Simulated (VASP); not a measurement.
Runs of VASP 6.6.1 on ZnSe. The structure is that of space group P4/nmm (No. 129), or close to it. The cells are those of the table. 

```csv
cell,gap on the mesh (eV),pressure (GPa),largest force (eV/Å)
"a = 3.885, b = 3.885, c = 6.192 Å, 4 atoms",1.41,-2.0,1.09
"a = 4.167, b = 4.167, c = 5.197 Å, 4 atoms",(c),-0.6,(b)
"a = 3.885, b = 3.885, c = 5.860 Å, 4 atoms",1.62,1.4,0.23
"a = 4.308, b = 4.308, c = 4.865 Å, 4 atoms",(a),-1.6,0.31
"a = 3.744, b = 3.744, c = 6.192 Å, 4 atoms",1.42,2.8,0.60
```

Alike in all rows: task single point; level PBEsol; potentials or basis VASP PAW PBE potentials, release 64 (Zn, Se); no spin polarisation; k mesh 8 × 8 × 6; cutoff (eV) 520; smearing gaussian 0.05 eV.

**Question.** Fill in the values left out.

**Answer.** (a) 0.41; (b) 0.24; (c) 1.08.

Caveats: the PAW data sets were made with another functional, which shifts forces and pressure a little.

A k mesh can miss the band edges, and the runs leave out spin-orbit coupling on Se.
